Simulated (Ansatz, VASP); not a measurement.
# One calculation of Al2Pt, two programs

File INCAR:

```
PREC = Accurate
ENCUT = 600
EDIFF = 1E-7
ISMEAR = -1
SIGMA = 0.1
LREAL = False
LASPH = True
NELM = 100
ALGO = Normal
ISIF = 3
LWAVE = False
LCHARG = False
GGA = PE
IBRION = 2
NSW = 80
EDIFFG = -0.01
```

File KPOINTS:

```
regular mesh
0
Gamma
  9 9 9
```

Contents of POSCAR:

```
Al2Pt
1.0
    0.0000000000      2.9550000000      2.9550000000
    2.9550000000      0.0000000000      2.9550000000
    2.9550000000      2.9550000000      0.0000000000
Al Pt
2 1
Direct
    0.2500000000      0.2500000000      0.2500000000
    0.7500000000      0.7500000000      0.7500000000
    0.0000000000      0.0000000000      0.0000000000
```

Input for Ansatz:

```yaml
crystal:
  lattice:
    - [0.0, 2.955, 2.955]
    - [2.955, 0.0, 2.955]
    - [2.955, 2.955, 0.0]
  atoms:
    - { symbol: Al, position: [0.25, 0.25, 0.25] }
    - { symbol: Al, position: [0.75, 0.75, 0.75] }
    - { symbol: Pt, position: [0.0, 0.0, 0.0] }
  symmetry: { tolerance: 0.0003 }
hamiltonian:
  xc: pbe
  pseudopotentials: { kind: paw, azcp: { folder: soft_1 } }
basis:
  ecutwfc: 420
magnetization:
  spin_polarized: false
scf:
  occupations: { method: fermi_dirac, width: 0.1 }
kpoints:
  mp_grid: { grid: [9, 9, 9], shift: [0, 0, 0] }
output:
  forces: true
  stress: true
  eigenvalues: true
relax:
  max_steps: 60
  cell: {}
```

Alike in both runs: task relaxation of cell and atoms; functional PBE; k mesh 9 × 9 × 9; occupations fermi-dirac, width 0.1 eV; no spin polarisation.

|  | VASP | Ansatz |
| --- | --- | --- |
| version | VASP 6.6.1 | Ansatz 0.2.0 |
| potentials or method | VASP PAW PBE potentials, release 64 (Al, Pt), cutoff 600 eV | PAW plane waves |
| valence electrons in the cell | 16 | 24 |

VASP gave:

```
gap on the k mesh at the Fermi level, each at its own relaxed structure (eV) : none
relaxed volume (Å³/atom)                                                     : 17.50
relaxed length of the cell vector where the two differ most in proportion (Å)              : 4.203
```

Q: Which values does Ansatz return?

A: gap on the k mesh at the Fermi level, each at its own relaxed structure (eV): none; relaxed volume (Å³/atom): 17.51; relaxed length of the cell vector where the two differ most in proportion (Å): 4.204.

A gap of «none» marks a metal or a gap that the smearing closes. VASP's potentials hold 16 valence electrons a cell and Ansatz's 24, so a difference there can come from the potentials and not from the codes.

Spin-orbit coupling is off throughout.
